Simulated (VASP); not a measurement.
Here is a VASP 6.6.1 calculation.

POSCAR

```
BeCu2SnS4
1.0
   -2.5989868744      2.5989868744      5.1110825302
    2.5989868744     -2.5989868744      5.1110825302
    2.5989868744      2.5989868744     -5.1110825302
Cu Be Sn S
2 1 1 4
Direct
    0.0000000000      0.0000000000      0.0000000000
    0.7500000000      0.2500000000      0.5000000000
    0.2500000000      0.7500000000      0.5000000000
    0.5000000000      0.5000000000      0.0000000000
    0.1162254132      0.6393965347      1.0292526301
    0.3606034653      0.3898560954      0.4768288785
    0.6101439046      0.0869727831     -0.0292526301
    0.9130272169      0.8837745868      0.5231711215
```

The input INCAR.step1:

```
PREC = Accurate
ENCUT = 520
ISMEAR = 0
SIGMA = 0.01
LREAL = False
LASPH = True
NELM = 80
NBANDS = 41
GGA = PE
ALGO = Normal
EDIFF = 1E-4
LWAVE = True
LCHARG = False
```

File INCAR.step2:

```
PREC = Accurate
ENCUT = 520
EDIFF = 1E-7
ISMEAR = 0
SIGMA = 0.01
LREAL = False
LASPH = True
NELM = 80
ALGO = Normal
ISIF = 2
LWAVE = False
LCHARG = False
METAGGA = R2SCAN
LMIXTAU = True
NBANDS = 41
ISTART = 1
```

File KPOINTS:

```
regular mesh
0
Gamma
  6 6 6
```

Potentials or basis: VASP PAW PBE potentials, release 64 (Cu, Be, Sn_d, S).

The run is started by

```sh
$ cat potpaw_PBE.64/Cu/POTCAR potpaw_PBE.64/Be/POTCAR potpaw_PBE.64/Sn_d/POTCAR potpaw_PBE.64/S/POTCAR > POTCAR
$ cp INCAR.step1 INCAR
$ mpirun -np 1 vasp_std > vasp.out
$ cp INCAR.step2 INCAR
$ mpirun -np 1 vasp_std > vasp.out
```

(1) What does it give for the pressure?

(2) Predict the band gap on the k mesh.

## Answers

(1) 6.1 GPa.

(2) 1.22 eV.

Caveat: the cell stands under pressure; the PAW data sets were made with another functional, which shifts forces and pressure a little; spin-orbit coupling is left out, which moves the levels of the heavy elements.
